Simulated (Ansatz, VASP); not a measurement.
# One calculation of Cu, two programs

INCAR

```
SYSTEM = Cu
ALGO     = Normal         ! electronic algorithm
EDIFF    = 1E-6           ! SCF threshold, eV
ENCUT    = 520            ! plane-wave cutoff, eV
GGA      = RE             ! functional
ISIF     = 2              ! what is computed and relaxed
ISMEAR   = -1             ! smearing method
LASPH    = .True.         ! aspherical terms in the spheres
LCHARG   = .True.         ! write CHGCAR
LELF     = .True.         ! ELF
LREAL    = .False.        ! projectors in reciprocal space
LVHAR    = .True.       
LWAVE    = .False.        ! write WAVECAR
NBANDS   = 18             ! bands
NELM     = 100            ! most SCF steps
PREC     = Accurate       ! precision mode
SIGMA    = 0.1            ! smearing width, eV
```

Contents of KPOINTS:

```
k-points
0
Gamma
  16 16 9
  0 0 0
```

Contents of POSCAR:

```
Cu
1.0
    2.6879780290      0.0000000000      0.0000000000
   -1.3439890145      2.3278572579      0.0000000000
    0.0000000000      0.0000000000      4.4007259763
Cu
2
Direct
    0.3333333333      0.6666666667      0.2500000000
    0.6666666667      0.3333333333      0.7500000000
```

Input for Ansatz:

```yaml
crystal:
  lattice:
    - [2.687978029, 0.0, 0.0]
    - [-1.3439890145, 2.3278572579, 0.0]
    - [0.0, 0.0, 4.4007259763]
  atoms:
    - { symbol: Cu, position: [0.3333333333, 0.6666666667, 0.25] }
    - { symbol: Cu, position: [0.6666666667, 0.3333333333, 0.75] }
hamiltonian:
  xc: revpbe
  pseudopotentials:
    kind: paw
    azcp:
      Cu: "pseudopotentials/Cu.paw.azcp"
basis:
  ecutwfc: 420
  fft_grid_basis: typed
kpoints:
  mp_grid: { grid: [16, 16, 9], shift: [0, 0, 0] }
magnetization:
  spin_polarized: false
scf:
  occupations: { method: fermi_dirac, width: 0.1 }
  lower_state_search: "off"
output:
  stress: true
  write_density: true
  write_potential: true
  elf: true
  volumetric_format: npy
```

Alike in both runs: task single point; functional revPBE; k mesh 16 × 16 × 9; occupations fermi-dirac, width 0.1 eV; no spin polarisation.

```csv
,VASP,Ansatz
version,VASP 6.6.1,Ansatz 0.2.0
potentials or method,"VASP PAW PBE potentials, release 64 (Cu), cutoff 520 eV","plane waves (420 eV) with PAW, scalar-relativistic"
valence electrons in the cell,22,38
```

VASP gave:

* pressure (GPa): -10.0

Question: Estimate Ansatz's values.

Answer: Pressure (GPa): -10.8.

VASP's potentials were made for PBE, not for revPBE. VASP's potentials hold 22 valence electrons a cell and Ansatz's 38, so a difference there can come from the potentials and not from the codes.
